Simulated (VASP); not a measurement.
# FePtRh (P4/nmm) in VASP: a series of runs

The runs below take FePtRh through relaxation of cell and atoms, with LDA.

Everything below comes from runs of VASP 6.6.1. Logs are shortened: lines on timing, memory, paths and dates and some standing lists are left out, and cuts for length are marked.

## 1. The cell of the first run

Symmetry: P4/nmm, No. 129, tetragonal system. Conventional cell: a = 3.436 Å, b = 3.436 Å, c = 5.939 Å, α = 90.00°, β = 90.00°, γ = 90.00°. Within 3.0 Å of Pt (site symmetry -4m2) lie 4 Rh at 2.27 Å and 4 Pt at 2.43 Å and 4 Fe at 2.73 Å. Rh (site symmetry 4mm) has 4 Pt at 2.27 Å and 5 Fe at 2.33 to 2.51 Å within 3.0 Å. Fe (site symmetry 4mm) has 5 Rh at 2.33 to 2.51 Å and 4 Pt at 2.73 Å and 4 Fe at 2.96 Å within 3.1 Å.

## 2. Relaxation of cell and atoms, LDA

File INCAR:

```
SYSTEM = FePtRh
  PREC = Accurate
  ENCUT = 600
  EDIFF = 1E-7
  ISMEAR = 0
  SIGMA = 0.0112
  LREAL = .False.
  LASPH = .True.
  NELM = 60
  ALGO = Normal
  ISIF = 3
  LWAVE = .False.
  LCHARG = .False.
  IBRION = 2
  NSW = 60
  EDIFFG = -0.01
```

File KPOINTS:

```
regular mesh
0
Gamma
  5 5 3
  0 0 0
```

File POSCAR:

```
FePtRh
1.0
    3.4362580000      0.0000000000      0.0000000000
    0.0000000000      3.4362580000      0.0000000000
    0.0000000000      0.0000000000      5.9385090000
Pt Rh Fe
2 2 2
Direct
    0.0000000000      0.0000000000      0.0000000000
    0.5000000000      0.5000000000      0.0000000000
    0.0000000000      0.5000000000      0.7500000000
    0.5000000000      0.0000000000      0.2500000000
    0.0000000000      0.5000000000      0.3570000000
    0.5000000000      0.0000000000      0.6430000000
```

Potentials or basis: VASP PAW LDA potentials, release 64 (Pt, Rh_pv, Fe).

On the command line:

```sh
> cat potpaw_LDA.64/Pt/POTCAR potpaw_LDA.64/Rh_pv/POTCAR potpaw_LDA.64/Fe/POTCAR > POTCAR
> mpirun -np 1 vasp_std > vasp.out
```

OUTCAR:

```text
SYSTEM = FePtRh
   PREC = Accurate
   ENCUT = 600
   EDIFF = 1E-7
   ISMEAR = 0
   LREAL = .False.
   LASPH = .True.
   NELM = 60
   ISIF = 3
   IBRION = 2
   NSW = 60
   EDIFFG = -0.01

 ion  position               nearest neighbor table
   1  0.000  0.000  0.000-   3 2.27   4 2.27   3 2.27   4 2.27   2 2.43   2 2.43   2 2.43   2 2.43
                             5 2.73   6 2.73   6 2.73   5 2.73
   2  0.500  0.500  0.000-   3 2.27   4 2.27   4 2.27   3 2.27   1 2.43   1 2.43   1 2.43   1 2.43
                             5 2.73   6 2.73   5 2.73   6 2.73
   3  0.000  0.500  0.750-   1 2.27   2 2.27   1 2.27   2 2.27   5 2.33   6 2.51   6 2.51   6 2.51
                             6 2.51
   4  0.500  0.000  0.250-   1 2.27   2 2.27   2 2.27   1 2.27   6 2.33   5 2.51   5 2.51   5 2.51
                             5 2.51
   5  0.000  0.500  0.357-   3 2.33   4 2.51   4 2.51   4 2.51   4 2.51   1 2.73   2 2.73   2 2.73
                             1 2.73   6 2.96   6 2.96   6 2.96   6 2.96
   6  0.500  0.000  0.643-   4 2.33   3 2.51   3 2.51   3 2.51   3 2.51   1 2.73   1 2.73   2 2.73
                             2 2.73   5 2.96   5 2.96   5 2.96   5 2.96

  LATTYP: Found a simple tetragonal cell.
 ALAT       =     3.4362580000
 C/A-ratio  =     1.7281906655

  Lattice vectors:

 A1 = (   3.4362580000,   0.0000000000,   0.0000000000)
 A2 = (   0.0000000000,   3.4362580000,   0.0000000000)
 A3 = (   0.0000000000,   0.0000000000,   5.9385090000)

Analysis of symmetry for initial positions (statically):
=====================================================================
 Subroutine PRICEL returns:
 Original cell was already a primitive cell.

 Routine SETGRP: Setting up the symmetry group for a
 simple tetragonal supercell.

 Subroutine GETGRP returns: Found 16 space group operations
 (whereof  8 operations were pure point group operations)
 out of a pool of 16 trial point group operations.

The static configuration has the point symmetry D_2d.
 The point group associated with its full space group is D_4h.

Analysis of symmetry for dynamics (positions and initial velocities):
=====================================================================
 Subroutine PRICEL returns:
 Original cell was already a primitive cell.

 Routine SETGRP: Setting up the symmetry group for a
 simple tetragonal supercell.

 Subroutine GETGRP returns: Found 16 space group operations
 (whereof  8 operations were pure point group operations)
 out of a pool of 16 trial point group operations.

The dynamic configuration has the point symmetry D_2d.
 The point group associated with its full space group is D_4h.

 Subroutine INISYM returns: Found 16 space group operations
 (whereof  8 operations are pure point group operations),
 and found     1 'primitive' translations

----------------------------------------------------------------------------------------

                                     Primitive cell

  volume of cell :      70.1211

  direct lattice vectors                    reciprocal lattice vectors
     3.436258000  0.000000000  0.000000000     0.291014237  0.000000000  0.000000000
     0.000000000  3.436258000  0.000000000     0.000000000  0.291014237  0.000000000
     0.000000000  0.000000000  5.938509000     0.000000000  0.000000000  0.168392437

  length of vectors
     3.436258000  3.436258000  5.938509000     0.291014237  0.291014237  0.168392437

  position of ions in fractional coordinates (direct lattice)
     0.000000000  0.000000000  0.000000000
     0.500000000  0.500000000  0.000000000
     0.000000000  0.500000000  0.750000000
     0.500000000  0.000000000  0.250000000
     0.000000000  0.500000000  0.357000000
     0.500000000  0.000000000  0.643000000

  ion indices of the primitive-cell ions
   primitive index   ion index
                 1           1
                 2           2
                 3           3
                 4           4
                 5           5
                 6           6

----------------------------------------------------------------------------------------

 KPOINTS: regular mesh

Automatic generation of k-mesh.
 Grid dimensions read from file:
 generate k-points for:    5    5    3

 Generating k-lattice:

  Cartesian coordinates                     Fractional coordinates (reciprocal lattice)
     0.058202847  0.000000000  0.000000000     0.200000000  0.000000000  0.000000000
     0.000000000  0.058202847  0.000000000     0.000000000  0.200000000  0.000000000
     0.000000000  0.000000000  0.056130812     0.000000000  0.000000000  0.333333333

  Length of vectors
     0.058202847  0.058202847  0.056130812

  Shift w.r.t. Gamma in fractional coordinates (k-lattice)
     0.000000000  0.000000000  0.000000000

 Subroutine IBZKPT returns following result:
 ===========================================

 Found     12 irreducible k-points:

 Following reciprocal coordinates:
            Coordinates               Weight
  0.000000  0.000000  0.000000      1.000000
  0.200000  0.000000  0.000000      4.000000
  0.400000  0.000000  0.000000      4.000000
  0.200000  0.200000  0.000000      4.000000
  0.400000  0.200000  0.000000      8.000000
  0.400000  0.400000  0.000000      4.000000
  0.000000  0.000000  0.333333      2.000000
  0.200000  0.000000  0.333333      8.000000
  0.400000  0.000000  0.333333      8.000000
  0.200000  0.200000  0.333333      8.000000
  0.400000  0.200000  0.333333     16.000000
  0.400000  0.400000  0.333333      8.000000
   k-points           NKPTS =     12   k-points in BZ     NKDIM =     12   number of bands    NBANDS=     39
   number of dos      NEDOS =    301   number of ions     NIONS =      6
   total plane-waves  NPLWV =  37632
   dimension x,y,z NGX =    28 NGY =   28 NGZ =   48
   dimension x,y,z NGXF=    56 NGYF=   56 NGZF=   96
   ions per type =               2   2   2
   NGX,Y,Z   is equivalent  to a cutoff of  13.55, 13.55, 13.44 a.u.
   NGXF,Y,Z  is equivalent  to a cutoff of  27.09, 27.09, 26.87 a.u.
 SYSTEM =  FePtRh
   PREC   = accura    normal or accurate (medium, high low for compatibility)
   ISTART =      0    job   : 0-new  1-cont  2-samecut
   ICHARG =      2    charge: 1-file 2-atom 10-const
   ISPIN  =      1    spin polarized calculation?
   LNONCOLLINEAR =      F non collinear calculations
   LSORBIT =      F    spin-orbit coupling
   LASPH  =      T    aspherical Exc in radial PAW
   ENCUT  =  600.0 eV  44.10 Ry    6.64 a.u.   6.86  6.86 11.86*2*pi/ulx,y,z
   NELM   =     60;   NELMIN=  2; NELMDL= -5     # of ELM steps
   EDIFF  = 0.1E-06   stopping-criterion for ELM
   LREAL  =      F    real-space projection
   EDIFFG = -.1E-01   stopping-criterion for IOM
   NSW    =     60    number of steps for IOM
   IBRION =      2    ionic relax: 0-MD 1-quasi-New 2-CG
   NFREE  =      1    steps in history (QN), initial steepest desc. (CG)
   ISIF   =      3    stress and relaxation
   ISYM   =      2    0-nonsym 1-usesym 2-fastsym
   POTIM  = 0.5000    time-step for ionic-motion
   TEBEG  =    0.0;   TEEND  =   0.0 temperature during run
   PSTRESS=    0.0 pullay stress
   NELECT =      66.0000    total number of electrons
   NUPDOWN=      -1.0000    fix difference up-down
   EMIN   =  10.00;   EMAX   =-10.00  energy-range for DOS
   EFERMI =   0.00;   METHOD = LEGACY
   ISMEAR =     0;   SIGMA  =   0.01  broadening in eV -4-tet -1-fermi 0-gaus
   EFERMI_NEDOS =   21; number of points for ismear=-14 and -15
   IALGO  =     38    algorithm
   IMIX   =      4    mixing-type and parameters
     AMIX     =   0.40;   BMIX     =  1.00
     AMIX_MAG =   1.60;   BMIX_MAG =  1.00
  volume/ion in A,a.u.               =      11.69        78.87
  Fermi-wavevector in a.u.,A,eV,Ry     =   1.604377  3.031833 35.021755  2.574026
  Thomas-Fermi vector in A             =   2.700892
   LORBIT       =      0    0 simple, 1 ext, 2 COOP (PROOUT), +10 PAW based schemes
   GGA     = CA    functional components
   LHFCALC =     F    Hartree Fock is set to
   AEXX    =    0.0000 exact exchange contribution
   IVDW    =     0    specifies the selected vdW correction
   LEPSILON=     F    determine dielectric tensor
   LRPA    =     F    only Hartree local field effects (RPA)
 conjugate gradient relaxation of ions
 non-spin polarized calculation
 Gauss-broadening in eV      SIGMA  =   0.01
  energy-cutoff  :      600.00
  volume of cell :       70.12
 maximum number of plane-waves:      2360
 NGX is ok and might be reduce to    28
   NGX = 13   NGY = 13   NGZ = 23

--------------------------------------- Ionic step        1  -------------------------------------------

 number of electron      66.0000003 magnetization

 Free energy of the ion-electron system (eV)
  ---------------------------------------------------
  ext. energy  EPLUGINS =         0.00000000
  ---------------------------------------------------
  free energy    TOTEN  =       -40.59292208 eV

  energy without entropy =      -40.59154479  energy(sigma->0) =      -40.59223343

------------------------ aborting loop because EDIFF is reached ----------------------------------------

  FORCE on cell =-STRESS in cart. coord.  units (eV):
  Direction    XX          YY          ZZ          XY          YZ          ZX
  --------------------------------------------------------------------------------------
  -------------------------------------------------------------------------------------
  Total       45.0059422     45.0059422     44.7298052      0.0000000      0.0000000     -0.0000000
  in kB     1028.3276020   1028.3276020   1022.0182289      0.0000000      0.0000000     -0.0000000
  external PRESSURE =    1026.2244777 kB  Pullay stress =       0.0000000 kB
[... 1090 lines left out ...]
     38       3.8238      0.00000
     39       4.3819      0.00000

------------------------ aborting loop EDIFF was not reached (unconverged)  ----------------------------

  FORCE on cell =-STRESS in cart. coord.  units (eV):
  Direction    XX          YY          ZZ          XY          YZ          ZX
  --------------------------------------------------------------------------------------
  -------------------------------------------------------------------------------------
  Total      -29.2275302    -29.2275302    -28.4766057      0.0000000      0.0000000      0.0000000
  in kB     -334.6424747   -334.6424747   -326.0447163      0.0000000      0.0000000      0.0000000
  external PRESSURE =    -331.7765552 kB  Pullay stress =       0.0000000 kB

 VOLUME and BASIS-vectors are now :
 -----------------------------------------------------------------------------
  energy-cutoff  :      600.00
  volume of cell :      139.93
      direct lattice vectors                 reciprocal lattice vectors
     4.328058549  0.000000000 -0.000000000     0.231050479  0.000000000 -0.000000000
     0.000000000  4.328058549  0.000000000     0.000000000  0.231050479  0.000000000
     0.000000000  0.000000000  7.470254239     0.000000000  0.000000000  0.133864253
[... 526 lines left out ...]
     38      10.9012      0.00000
     39      11.5206      0.00000

[... ionic steps 4 to 26 ...]

--------------------------------------- Ionic step       27  -------------------------------------------

 number of electron      65.9999995 magnetization

------------------------ aborting loop because EDIFF is reached ----------------------------------------

  FORCE on cell =-STRESS in cart. coord.  units (eV):
  Direction    XX          YY          ZZ          XY          YZ          ZX
  --------------------------------------------------------------------------------------
  -------------------------------------------------------------------------------------
  Total       -0.0245031     -0.0245031      0.0434493      0.0000000     -0.0000000     -0.0000000
  in kB       -0.4865799     -0.4865799      0.8628104      0.0000000     -0.0000000     -0.0000000
  external PRESSURE =      -0.0367831 kB  Pullay stress =       0.0000000 kB
[... 65 lines left out ...]
  energy  without entropy=      -48.9259251215  energy(sigma->0) =      -48.92612960

--------------------------------------- Ionic step       29  -------------------------------------------

 number of electron      65.9999995 magnetization

 Free energy of the ion-electron system (eV)
  ---------------------------------------------------
  ext. energy  EPLUGINS =         0.00000000
  ---------------------------------------------------
  free energy    TOTEN  =       -48.92634081 eV

  energy without entropy =      -48.92593470  energy(sigma->0) =      -48.92613776

 E-fermi :  10.0250     XC(G=0): -13.7433

 val. band max:       10.0065316733   @ k =   0.2000   0.2000   0.0000
 cond. band min:      10.0251106755   @ k =   0.2000   0.0000   0.0000
 fundamental gap:      0.0185790022
 Fermi energy:        10.0250332673

 k-point     1 :       0.0000    0.0000    0.0000
  band No.  band energies     occupation
      1     -36.6378      2.00000
      2     -36.6063      2.00000
      3     -36.2572      2.00000
      4     -36.2572      2.00000
      5     -36.2319      2.00000
      6     -36.2319      2.00000
[... 526 lines left out ...]
  FREE ENERGIE OF THE ION-ELECTRON SYSTEM (eV)
  ---------------------------------------------------
  free  energy   TOTEN  =       -48.9263408143 eV

  energy  without entropy=      -48.9259346979  energy(sigma->0) =      -48.92613776

 reached required accuracy - stopping structural energy minimisation
```

It took 32 min on 1 thread of Intel Xeon 8259CL, shared host; peak memory 0.21 GiB.

What came out:

* Free energy: -48.9263 eV
* Relaxed volume: 13.44 Å³/atom
* Relaxed cell: a = 3.670 Å, b = 3.670 Å, c = 5.990 Å, α = 90.00°, β = 90.00°, γ = 90.00°
* Space group after relaxing (to 0.1 Å): P4/nmm (No. 129)
* Pressure after relaxing: 0.1 GPa
* Largest force after relaxing: 0.005 eV/Å
* Band gap on the k mesh: zero (bands 33 and 34 overlap by 0.87 eV)

Forces on the atoms (eV/Å):
```
Pt   0.000  0.000  0.000
Pt   0.000  0.000  0.000
Rh   0.000  0.000 -0.005
Rh   0.000  0.000  0.005
Fe   0.000  0.000 -0.004
Fe   0.000  0.000  0.004
```

Final structure:
```xyz
6
Lattice="3.6696 0.0000 0.0000 0.0000 3.6696 0.0000 0.0000 0.0000 5.9904" Properties=species:S:1:pos:R:3 pbc="T T T"
Pt    0.0000    0.0000    0.0000
Pt    1.8348    1.8348    0.0000
Rh    0.0000    1.8348    3.9765
Rh    1.8348    0.0000    2.0139
Fe    0.0000    1.8348    1.7664
Fe    1.8348    0.0000    4.2240
```

Caveat: the k points lie up to 0.35 Å⁻¹ apart in the final cell, too coarse for converged energies and pressures of a metal; the volume moved by over 15 % at a fixed basis, so the end points are rough; spin-orbit coupling is left out, which moves the levels of the heavy elements; the run has no spin polarisation, though such a crystal can be magnetic. Spin polarisation is off, so any magnetic state and its effect on volume and gap are missing.

(Continued in part 2 of 2.)
